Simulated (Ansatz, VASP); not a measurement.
## One calculation of InSe, two programs

```
In Se
1.0
     5.84105   -2.04154    0.02148
     5.84105    2.04154    0.02148
    -1.57642    0.00000    4.13157
In Se
2 2
Cartesian
  10.3072 0.0000 0.1157
  -0.2016 0.0000 4.0588
  6.6256 0.0000 2.6422
  3.4801 0.0000 1.5324
```

Alike in both runs: task single point; functional LDA; k mesh 10 × 10 × 8; occupations gaussian, width 0.01 eV; no spin polarisation.

|  | VASP | Ansatz |
| --- | --- | --- |
| version | VASP 6.6.1 | Ansatz 0.2.0 |
| potentials or method | VASP PAW LDA potentials, release 64 (In_d, Se), cutoff 520 eV | scalar-relativistic, plane waves, PAW |
| valence electrons in the cell | 38 | 58 |

```tsv
	VASP	Ansatz	Ansatz less VASP
gap on the k mesh at the Fermi level (eV)	0.52	0.51	-0.010
least direct gap on the mesh (eV)	0.88	0.88	-0.002
```

LDA's correlation is that of Perdew and Zunger in VASP and of Perdew and Wang (1992) in Ansatz. VASP's potentials hold 38 valence electrons a cell and Ansatz's 58, so a difference there can come from the potentials and not from the codes.
